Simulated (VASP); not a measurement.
A run of VASP 6.6.1 is set up as follows.

INCAR

```
SYSTEM = Sb
  PREC = Accurate
  ENCUT = 520
  EDIFF = 1E-7
  ISMEAR = -1
  SIGMA = 0.1
  LREAL = .FALSE.
  LASPH = .TRUE.
  NELM = 100
  ALGO = Normal
  ISIF = 2
  LWAVE = .FALSE.
  LCHARG = .FALSE.
  GGA = PE
  NBANDS = 12
```

The input KPOINTS:

```
Automatic mesh
0
G
  11 11 11
  0 0 0
```

Contents of POSCAR:

```
Sb
1.0
    2.1406377064     -1.2358977560      3.6095880337
    0.0000000000      2.4717955120      3.6095880337
   -2.1406377064     -1.2358977560      3.6095880337
Sb
2
Direct
    0.2385938295      0.2385938295      0.2385938295
   -0.2385938295     -0.2385938295     -0.2385938295
```

Potentials or basis: VASP PAW PBE potentials, release 64 (Sb).

Command:

```console
$ cat potpaw_PBE.64/Sb/POTCAR > POTCAR
$ mpirun -np 1 vasp_std > vasp.out
```

Task: What does it give for the largest force?

Result: 0.039 eV/Å.

Task: Estimate the band gap on the k mesh.

Result: Zero (band 5 reaches 8.03 eV, above the bottom of band 6 at 7.76 eV).

Task: What does it give for the pressure?

Result: 4.7 GPa.

Forces on the atoms (eV/Å):
```
Sb   0.000  0.000  0.039
Sb   0.000  0.000 -0.039
```

Caveat: spin-orbit coupling is left out, which moves the levels of the heavy elements.
